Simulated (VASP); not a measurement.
# Sb (Fm-3m) in VASP: further runs

Runs on Sb. Level: PBEsol. Tasks: single point.

Everything below comes from runs of VASP 6.6.1. Logs are shortened: lines on timing, memory, paths and dates and some standing lists are left out, and cuts for length are marked.

**1. The cell of the first run**

The structure is cubic, space group Fm-3m (No. 225). The conventional cell has a = 4.332 Å, b = 4.332 Å, c = 4.332 Å, α = 90.00°, β = 90.00°, γ = 90.00°. Sb (site symmetry m-3m) has 12 Sb at 3.06 Å within 4.0 Å.

**2. Single point, PBEsol**

Contents of INCAR:

```
PREC = Accurate
ENCUT = 520
EDIFF = 1E-6
ISMEAR = -1
SIGMA = 0.1
LREAL = False
LASPH = True
NELM = 100
ALGO = Normal
ISIF = 2
LWAVE = False
LCHARG = True
GGA = PS
LELF = True
LVHAR = True
NBANDS = 8
```

Contents of KPOINTS:

```
regular mesh
0
Gamma
  10 10 10
```

Contents of POSCAR:

```
Sb
1.0
    3.0633457197      0.0000000000      0.0000000000
    1.5316728599      2.6529352138      0.0000000000
    1.5316728599      0.8843117379      2.5012113063
Sb
1
Direct
    0.0000000000      0.0000000000      0.0000000000
```

Potentials or basis: VASP PAW PBE potentials, release 64 (Sb).

Launch:

```console
cat potpaw_PBE.64/Sb/POTCAR > POTCAR
mpirun -np 1 vasp_std > vasp.out
```

OUTCAR:

```text
PREC = Accurate
   ENCUT = 520
   EDIFF = 1E-6
   ISMEAR = -1
   LREAL = False
   LASPH = True
   NELM = 100
   ISIF = 2
   GGA = PS

 ion  position               nearest neighbor table
   1  0.000  0.000  0.000-

  LATTYP: Found a face centered cubic cell.
 ALAT       =     4.3322250630

  Lattice vectors:

 A1 = (   3.0633457197,   0.0000000000,   0.0000000000)
 A2 = (   1.5316728599,   2.6529352138,   0.0000000000)
 A3 = (   1.5316728599,   0.8843117379,   2.5012113063)

Analysis of symmetry for initial positions (statically):
=====================================================================
 Subroutine PRICEL returns:
 Original cell was already a primitive cell.

 Routine SETGRP: Setting up the symmetry group for a
 face centered cubic supercell.

 Subroutine GETGRP returns: Found 48 space group operations
 (whereof 48 operations were pure point group operations)
 out of a pool of 48 trial point group operations.

The static configuration has the point symmetry O_h .

Analysis of symmetry for dynamics (positions and initial velocities):
=====================================================================
 Subroutine PRICEL returns:
 Original cell was already a primitive cell.

 Routine SETGRP: Setting up the symmetry group for a
 face centered cubic supercell.

 Subroutine GETGRP returns: Found 48 space group operations
 (whereof 48 operations were pure point group operations)
 out of a pool of 48 trial point group operations.

The dynamic configuration has the point symmetry O_h .

 Subroutine INISYM returns: Found 48 space group operations
 (whereof 48 operations are pure point group operations),
 and found     1 'primitive' translations

----------------------------------------------------------------------------------------

                                     Primitive cell

  volume of cell :      20.3270

  direct lattice vectors                    reciprocal lattice vectors
     3.063345720  0.000000000  0.000000000     0.326440465 -0.188470490 -0.133268762
     1.531672860  2.652935214  0.000000000     0.000000000  0.376940980 -0.133268762
     1.531672860  0.884311738  2.501211306     0.000000000  0.000000000  0.399806285

  length of vectors
     3.063345720  3.063345720  3.063345720     0.399806285  0.399806285  0.399806285

  position of ions in fractional coordinates (direct lattice)
     0.000000000  0.000000000  0.000000000

  ion indices of the primitive-cell ions
   primitive index   ion index
                 1           1

----------------------------------------------------------------------------------------

 KPOINTS: regular mesh

Automatic generation of k-mesh.
 Grid dimensions read from file:
 generate k-points for:   10   10   10

 Generating k-lattice:

  Cartesian coordinates                     Fractional coordinates (reciprocal lattice)
     0.032644046 -0.018847049 -0.013326876     0.100000000 -0.000000000  0.000000000
     0.000000000  0.037694098 -0.013326876     0.000000000  0.100000000 -0.000000000
     0.000000000  0.000000000  0.039980628     0.000000000  0.000000000  0.100000000

  Length of vectors
     0.039980628  0.039980628  0.039980628

  Shift w.r.t. Gamma in fractional coordinates (k-lattice)
     0.000000000  0.000000000  0.000000000

 Subroutine IBZKPT returns following result:
 ===========================================

 Found     47 irreducible k-points:

 Following reciprocal coordinates:
            Coordinates               Weight
  0.000000  0.000000  0.000000      1.000000
  0.100000  0.000000  0.000000      8.000000
  0.200000  0.000000  0.000000      8.000000
  0.300000  0.000000 -0.000000      8.000000
  0.400000  0.000000 -0.000000      8.000000
  0.500000  0.000000  0.000000      4.000000
[... 16 lines left out ...]
  0.300000  0.300000  0.000000      6.000000
  0.400000  0.300000 -0.000000     24.000000
 [... further k-points ...]
   k-points           NKPTS =     47   k-points in BZ     NKDIM =     47   number of bands    NBANDS=      8
   number of dos      NEDOS =    301   number of ions     NIONS =      1
   total plane-waves  NPLWV =  13824
   dimension x,y,z NGX =    24 NGY =   24 NGZ =   24
   dimension x,y,z NGXF=    48 NGYF=   48 NGZF=   48
   ions per type =               1
   NGX,Y,Z   is equivalent  to a cutoff of  13.02, 13.02, 13.02 a.u.
   NGXF,Y,Z  is equivalent  to a cutoff of  26.05, 26.05, 26.05 a.u.
 SYSTEM =  unknown system
   PREC   = accura    normal or accurate (medium, high low for compatibility)
   ISTART =      0    job   : 0-new  1-cont  2-samecut
   ICHARG =      2    charge: 1-file 2-atom 10-const
   ISPIN  =      1    spin polarized calculation?
   LNONCOLLINEAR =      F non collinear calculations
   LSORBIT =      F    spin-orbit coupling
   LASPH  =      T    aspherical Exc in radial PAW
   ENCUT  =  520.0 eV  38.22 Ry    6.18 a.u.   5.70  5.70  5.70*2*pi/ulx,y,z
   NELM   =    100;   NELMIN=  2; NELMDL= -5     # of ELM steps
   EDIFF  = 0.1E-05   stopping-criterion for ELM
   LREAL  =      F    real-space projection
   EDIFFG = 0.1E-04   stopping-criterion for IOM
   NSW    =      0    number of steps for IOM
   IBRION =     -1    ionic relax: 0-MD 1-quasi-New 2-CG
   NFREE  =      0    steps in history (QN), initial steepest desc. (CG)
   ISIF   =      2    stress and relaxation
   ISYM   =      2    0-nonsym 1-usesym 2-fastsym
   POTIM  = 0.5000    time-step for ionic-motion
   TEBEG  =    0.0;   TEEND  =   0.0 temperature during run
   PSTRESS=    0.0 pullay stress
   NELECT =       5.0000    total number of electrons
   NUPDOWN=      -1.0000    fix difference up-down
   EMIN   =  10.00;   EMAX   =-10.00  energy-range for DOS
   EFERMI =   0.00;   METHOD = LEGACY
   ISMEAR =    -1;   SIGMA  =   0.10  broadening in eV -4-tet -1-fermi 0-gaus
   EFERMI_NEDOS =   21; number of points for ismear=-14 and -15
   IALGO  =     38    algorithm
   IMIX   =      4    mixing-type and parameters
     AMIX     =   0.40;   BMIX     =  1.00
     AMIX_MAG =   1.60;   BMIX_MAG =  1.00
  volume/ion in A,a.u.               =      20.33       137.17
  Fermi-wavevector in a.u.,A,eV,Ry     =   1.025748  1.938382 14.315479  1.052158
  Thomas-Fermi vector in A             =   2.159604
   LORBIT       =      0    0 simple, 1 ext, 2 COOP (PROOUT), +10 PAW based schemes
   GGA     = PS    functional components
   LHFCALC =     F    Hartree Fock is set to
   AEXX    =    0.0000 exact exchange contribution
   IVDW    =     0    specifies the selected vdW correction
   LEPSILON=     F    determine dielectric tensor
   LRPA    =     F    only Hartree local field effects (RPA)
 non-spin polarized calculation
  energy-cutoff  :      520.00
  volume of cell :       20.33
 maximum number of plane-waves:       568
   NGX = 11   NGY = 11   NGZ = 11

 number of electron       5.0000000 magnetization

 Free energy of the ion-electron system (eV)
  ---------------------------------------------------
  ext. energy  EPLUGINS =         0.00000000
  ---------------------------------------------------
  free energy    TOTEN  =        -3.87701671 eV

  energy without entropy =       -3.86422599  energy(sigma->0) =       -3.87062135

 E-fermi :  12.5147     XC(G=0): -11.5947

 val. band max:       12.3238403381   @ k =  -0.2000   0.2000  -0.0000
 cond. band min:      12.5938326754   @ k =  -0.2000   0.1000   0.0000
 fundamental gap:      0.2699923373
 Fermi energy:        12.5146571049

 k-point     1 :       0.0000    0.0000    0.0000
  band No.  band energies     occupation
      1      -2.9759      2.00000
      2      20.1690      0.00000
      3      20.1690      0.00000
      4      20.1690      0.00000
      5      22.6170      0.00000
      6      23.5519      0.00000
      7      23.5519      0.00000
      8      23.5519      0.00000

 k-point     2 :       0.1000    0.0000    0.0000
  band No.  band energies     occupation
      1      -2.7210      2.00000
      2      17.6067      0.00000
      3      19.7228      0.00000
      4      19.7228      0.00000
      5      21.9813      0.00000
      6      24.2237      0.00000
      7      24.2237      0.00000
      8      26.0225      0.00000

 k-point     3 :       0.2000    0.0000    0.0000
  band No.  band energies     occupation
      1      -1.9563      2.00000
      2      13.6913      0.00002
      3      18.9358      0.00000
      4      18.9358      0.00000
      5      21.7818      0.00000
      6      24.7120      0.00000
      7      24.7120      0.00000
      8      25.9417      0.00000

 k-point     4 :       0.3000    0.0000   -0.0000
  band No.  band energies     occupation
      1      -0.6856      2.00000
      2       9.9650      2.00000
      3      18.2609      0.00000
      4      18.2609      0.00000
      5      21.7335      0.00000
      6      23.5533      0.00000
      7      23.5533      0.00000
      8      24.4449      0.00000

 k-point     5 :       0.4000    0.0000   -0.0000
  band No.  band energies     occupation
      1       1.0490      2.00000
      2       6.7033      2.00000
      3      17.8254      0.00000
      4      17.8254      0.00000
      5      21.8554      0.00000
      6      22.7380      0.00000
      7      22.7380      0.00000
      8      23.3458      0.00000

 k-point     6 :       0.5000    0.0000    0.0000
  band No.  band energies     occupation
      1       2.5589      2.00000
      2       4.6766      2.00000
      3      17.6754      0.00000
      4      17.6754      0.00000
      5      22.0168      0.00000
      6      22.4581      0.00000
      7      22.4581      0.00000
      8      22.8541      0.00000

 k-point     7 :       0.1000    0.1000    0.0000
  band No.  band energies     occupation
      1      -2.6361      2.00000
      2      18.5393      0.00000
      3      18.5393      0.00000
      4      19.0946      0.00000
      5      20.8410      0.00000
      6      24.6695      0.00000
      7      25.3940      0.00000
      8      25.3940      0.00000

 k-point     8 :       0.2000    0.1000    0.0000
  band No.  band energies     occupation
      1      -2.0411      2.00000
      2      15.1382      0.00000
      3      17.5103      0.00000
      4      18.7166      0.00000
      5      21.2147      0.00000
      6      22.9816      0.00000
      7      25.3417      0.00000
      8      26.6098      0.00000

 k-point     9 :       0.3000    0.1000    0.0000
  band No.  band energies     occupation
      1      -0.9380      2.00000
      2      11.3534      1.99998
      3      16.8350      0.00000
      4      17.8075      0.00000
      5      20.7630      0.00000
      6      23.7338      0.00000
      7      25.4615      0.00000
      8      25.5715      0.00000

 k-point    10 :       0.4000    0.1000   -0.0000
  band No.  band energies     occupation
      1       0.6517      2.00000
      2       7.9359      2.00000
      3      16.5916      0.00000
      4      16.7976      0.00000
      5      20.1950      0.00000
      6      24.3908      0.00000
      7      24.4532      0.00000
      8      25.3741      0.00000
[... 78 lines left out ...]
 k-point    18 :       0.4000    0.2000    0.0000
  band No.  band energies     occupation
      1       0.7489      2.00000
      2       9.5789      2.00000
      3      14.3288      0.00000
      4      15.1297      0.00000
      5      18.7494      0.00000
      6      23.0779      0.00000
      7      26.7534      0.00000
      8      27.9383      0.00000

 k-point    19 :       0.5000    0.2000    0.0000
  band No.  band energies     occupation
      1       2.5675      2.00000
      2       6.6474      2.00000
      3      13.0736      0.00744
      4      15.3263      0.00000
      5      18.8114      0.00000
      6      25.7262      0.00000
      7      25.7864      0.00000
      8      27.2027      0.00000

 k-point    20 :      -0.4000    0.2000    0.0000
  band No.  band energies     occupation
      1       3.1161      2.00000
      2       5.9571      2.00000
      3      12.2359      1.88401
      4      16.0487      0.00000
      5      19.3078      0.00000
      6      25.1475      0.00000
      7      25.9718      0.00000
      8      29.0287      0.00000

 k-point    21 :      -0.3000    0.2000    0.0000
  band No.  band energies     occupation
      1       1.3146      2.00000
      2       8.5964      2.00000
      3      11.8911      1.99609
      4      17.2394      0.00000
      5      20.2318      0.00000
      6      24.8585      0.00000
      7      25.4249      0.00000
      8      27.1488      0.00000

 k-point    22 :      -0.2000    0.2000   -0.0000
  band No.  band energies     occupation
      1      -0.2625      2.00000
      2      11.6813      1.99952
      3      12.3238      1.74163
      4      18.7111      0.00000
      5      21.5789      0.00000
      6      24.5216      0.00000
      7      24.8006      0.00000
      8      25.0754      0.00000

 k-point    23 :       0.3000    0.3000    0.0000
  band No.  band energies     occupation
      1       0.0847      2.00000
      2      13.0283      0.01169
      3      14.4730      0.00000
      4      14.4730      0.00000
      5      18.0166      0.00000
      6      18.4744      0.00000
      7      29.9459      0.00000
      8      30.4817      0.00000

 k-point    24 :       0.4000    0.3000   -0.0000
  band No.  band energies     occupation
      1       1.3505      2.00000
      2      10.7357      2.00000
      3      12.6426      0.43517
      4      13.9861      0.00000
      5      17.8497      0.00000
      6      19.5655      0.00000
      7      29.2089      0.00000
      8      30.4969      0.00000

 [... further k-points ...]

------------------------ aborting loop because EDIFF is reached ----------------------------------------

  FORCE on cell =-STRESS in cart. coord.  units (eV):
  Direction    XX          YY          ZZ          XY          YZ          ZX
  --------------------------------------------------------------------------------------
  -------------------------------------------------------------------------------------
  Total        3.8681083      3.8681083      3.8681083      0.0000000     -0.0000000      0.0000000
  in kB      304.8850771    304.8850771    304.8850771      0.0000000     -0.0000000      0.0000000
  external PRESSURE =     304.8850771 kB  Pullay stress =       0.0000000 kB

 VOLUME and BASIS-vectors are now :
 -----------------------------------------------------------------------------
  energy-cutoff  :      520.00
  volume of cell :       20.33
      direct lattice vectors                 reciprocal lattice vectors
     3.063345720  0.000000000  0.000000000     0.326440465 -0.188470490 -0.133268762
     1.531672860  2.652935214  0.000000000     0.000000000  0.376940980 -0.133268762
     1.531672860  0.884311738  2.501211306     0.000000000  0.000000000  0.399806285

 POSITION                                       TOTAL-FORCE (eV/Angst)
 -----------------------------------------------------------------------------------
      0.00000      0.00000      0.00000        -0.000000     -0.000000      0.000000
 -----------------------------------------------------------------------------------
    total drift:                                0.000000      0.000000      0.000000

  FREE ENERGIE OF THE ION-ELECTRON SYSTEM (eV)
  ---------------------------------------------------
  free  energy   TOTEN  =        -3.8770167097 eV

  energy  without entropy=       -3.8642259877  energy(sigma->0) =       -3.87062135
```

Run time: 5.6 s. Hardware: 1 thread of Intel Xeon 6975P-C (Granite Rapids), shared host; peak memory 0.14 GiB.

Results:

```
Free energy : -3.8770 eV
Pressure    : 30.5 GPa
```

Caveat: the PAW data sets were made with another functional, which shifts forces and pressure a little; spin-orbit coupling is left out, which moves the levels of the heavy elements.

**3. Single point, PBEsol**

This run uses another cell than the first one, of 19.38 Å³/atom, 0.954 times its volume.

Contents of INCAR:

```
SYSTEM = Sb
  PREC = Accurate
  ENCUT = 520
  EDIFF = 1E-6
  ISMEAR = -1
  SIGMA = 0.1
  LREAL = .False.
  LASPH = .True.
  NELM = 60
  ALGO = Normal
  ISIF = 2
  LWAVE = .False.
  LCHARG = .False.
  GGA = PS
  NBANDS = 8
```

Contents of KPOINTS:

```
Automatic mesh
0
Gamma
  10 10 10
  0 0 0
```

Contents of POSCAR:

```
Sb
1.0
    3.0152367306      0.0000000000      0.0000000000
    1.5076183653      2.6112716071      0.0000000000
    1.5076183653      0.8704238690      2.4619304812
Sb
1
Direct
    0.0000000000      0.0000000000      0.0000000000
```

Potentials or basis: VASP PAW PBE potentials, release 64 (Sb).

Launch:

```console
cat potpaw_PBE.64/Sb/POTCAR > POTCAR
mpirun -np 1 vasp_std > vasp.out
```

Run time: 5.3 s. Hardware: 1 thread of Intel Xeon 6975P-C (Granite Rapids), shared host; peak memory 0.14 GiB.

It converged, with:

| Item | Value |
| --- | --- |
| Free energy | -3.6685 eV |
| Pressure | 40.8 GPa |

Levels at points of the mesh, in eV from the Fermi level:
| k point | band 1 | band 2 | band 3 | band 4 | band 5 | band 6 |
| --- | --- | --- | --- | --- | --- | --- |
| (0.00, 0.00, 0.00) | -16.00 | 8.09 | 8.09 | 8.09 | 10.04 | 11.24 |
| (0.50, 0.00, 0.00) | -10.11 | -8.22 | 5.45 | 5.45 | 9.44 | 10.10 |
| (0.50, 0.50, 0.00) | -7.40 | -6.94 | 0.42 | 0.42 | 4.59 | 4.77 |

Caveat: the PAW data sets were made with another functional, which shifts forces and pressure a little; spin-orbit coupling is left out, which moves the levels of the heavy elements.

**4. Single point, PBEsol**

This run uses another cell than the first one, of 21.54 Å³/atom, 1.060 times its volume.

Contents of INCAR:

```
SYSTEM = Sb
PREC = Accurate ; ENCUT = 520
EDIFF = 1E-7 ; ISMEAR = -1
SIGMA = 0.1 ; LREAL = .FALSE.
LASPH = .TRUE. ; NELM = 80
ALGO = Normal ; ISIF = 2
LWAVE = .FALSE. ; LCHARG = .FALSE.
GGA = PS ; NBANDS = 8
```

Contents of KPOINTS:

```
Automatic mesh
0
G
  10 10 10
  0 0 0
```

Contents of POSCAR:

```
Sb
1.0
    3.1231021949      0.0000000000      0.0000000000
    1.5615510975      2.7046858394      0.0000000000
    1.5615510975      0.9015619465      2.5500022641
Sb
1
Direct
    0.0000000000      0.0000000000      0.0000000000
```

Launch:

```console
cat potpaw_PBE.64/Sb/POTCAR > POTCAR
mpirun -np 1 vasp_std > vasp.out
```

Run time: 5.4 s. Hardware: 1 thread of Intel Xeon 6975P-C (Granite Rapids), shared host; peak memory 0.14 GiB.

It converged, with:

```
Free energy : -4.0673 eV
Pressure    : 20.3 GPa
```

Levels at points of the mesh, in eV from the Fermi level:
| k point | band 1 | band 2 | band 3 | band 4 | band 5 | band 6 |
| --- | --- | --- | --- | --- | --- | --- |
| (0.00, 0.00, 0.00) | -14.90 | 7.13 | 7.13 | 7.13 | 10.16 | 10.80 |
| (0.50, 0.00, 0.00) | -9.77 | -7.39 | 4.82 | 4.82 | 9.56 | 9.76 |
| (0.50, 0.50, 0.00) | -7.44 | -6.24 | 0.42 | 0.42 | 4.48 | 4.57 |

Caveat: the PAW data sets were made with another functional, which shifts forces and pressure a little; spin-orbit coupling is left out, which moves the levels of the heavy elements.

**5. Single point, PBEsol**

This run uses another cell than the first one, of 23.27 Å³/atom, 1.145 times its volume.

Contents of INCAR:

```
ALGO = Normal
EDIFF = 1E-6
ENCUT = 520
GGA = PS
ISIF = 2
ISMEAR = -1
LASPH = T
LCHARG = T
LELF = T
LREAL = F
LVHAR = T
LWAVE = F
NBANDS = 8
NELM = 80
PREC = Accurate
SIGMA = 0.1
```

Contents of KPOINTS:

```
k-points
0
Gamma
  10 10 10
```

Contents of POSCAR:

```
Sb
1.0
    3.2044349627      0.0000000000      0.0000000000
    1.6022174814      2.7751220825      0.0000000000
    1.6022174814      0.9250406942      2.6164101909
Sb
1
Direct
    0.0000000000      0.0000000000      0.0000000000
```

Launch:

```console
cat potpaw_PBE.64/Sb/POTCAR > POTCAR
mpirun -np 1 vasp_std > vasp.out
```

It took 5.1 s on 1 thread of Intel Xeon 6975P-C (Granite Rapids), shared host; peak memory 0.13 GiB.

The run converged. Its results:

```
Free energy : -4.2272 eV
Pressure    : 10.1 GPa
```

Levels at points of the mesh, in eV from the Fermi level:
| k point | band 1 | band 2 | band 3 | band 4 | band 5 | band 6 | band 7 |
| --- | --- | --- | --- | --- | --- | --- | --- |
| (0.00, 0.00, 0.00) | -14.17 | 6.47 | 6.47 | 6.47 | 10.23 | 10.51 | 10.51 |
| (0.50, 0.00, 0.00) | -9.54 | -6.81 | 4.39 | 4.39 | 9.23 | 9.53 | 9.53 |
| (0.50, 0.50, 0.00) | -7.47 | -5.75 | 0.41 | 0.41 | 4.33 | 4.59 | 18.57 |

Caveat: the PAW data sets were made with another functional, which shifts forces and pressure a little; spin-orbit coupling is left out, which moves the levels of the heavy elements.

(Continued in part 2 of 2.)
